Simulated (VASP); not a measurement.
Write the native input for VASP 6.6.1 that does the following.

```yaml
Task: relaxation of cell and atoms
Functional: BLYP
Potentials_or_basis: VASP PAW PBE potentials, release 64 (H)
Cutoff: 600 eV
k_mesh: 11 × 11 × 11
Occupations: fermi-dirac, width 0.05 eV
Spin: no spin polarisation
Dipole_correction: no
Further_INCAR_settings: ALGO = Normal; EDIFF = 1e-06; IBRION = 2; EDIFFG = -0.01; NSW = 60; ISIF = 3
```

The structure of H lies in POSCAR:

```
H
1.0
   -1.6915344700      1.6915344700      2.0584739900
    1.6915344700     -1.6915344700      2.0584739900
    1.6915344700      1.6915344700     -2.0584739900
H
2
Direct
    0.0901377100      0.0901377100      0.0000000000
    0.9098622900      0.9098622900      0.0000000000
```

The input as run:

INCAR

```
SYSTEM = H
PREC = Accurate ; ENCUT = 600
EDIFF = 1E-6 ; ISMEAR = -1
SIGMA = 0.05 ; LREAL = .False.
LASPH = .True. ; NELM = 80
ALGO = Normal ; ISIF = 3
LWAVE = .False. ; LCHARG = .False.
GGA = B5 ; ALDAX = 1.0
AGGAX = 1.0 ; AGGAC = 1.0
ALDAC = 0.0 ; IBRION = 2
NSW = 60 ; EDIFFG = -0.01
```

KPOINTS

```
regular mesh
0
Gamma
  11 11 11
  0 0 0
```

Potentials or basis: VASP PAW PBE potentials, release 64 (H).

Command:

```console
$ cat potpaw_PBE.64/H/POTCAR > POTCAR
$ mpirun -np 1 vasp_std > vasp.out
```

Results of the run:

- Relaxed volume: 15.79 Å³/atom
- Relaxed cell: a = 3.479 Å, b = 3.479 Å, c = 3.479 Å, α = 115.03°, β = 115.03°, γ = 98.85°
- Space group after relaxing (to 0.05 Å): I4/mmm (No. 139)
- Energy gained by relaxing: 6.5 meV/atom
- Ionic steps: 12
- Pressure after relaxing: 0.0 GPa
- Band gap on the k mesh: 9.51 eV, indirect (least direct gap 9.99 eV)

Caveat: the volume moved by over 15 % at a fixed basis, so the end points are rough; the PAW data sets were made with another functional, which shifts forces and pressure a little.

Wall time 58 s on 1 thread of Intel(R) Xeon(R) 6975P-C (Granite Rapids), with other jobs on the host, peak memory 0.15 GiB.
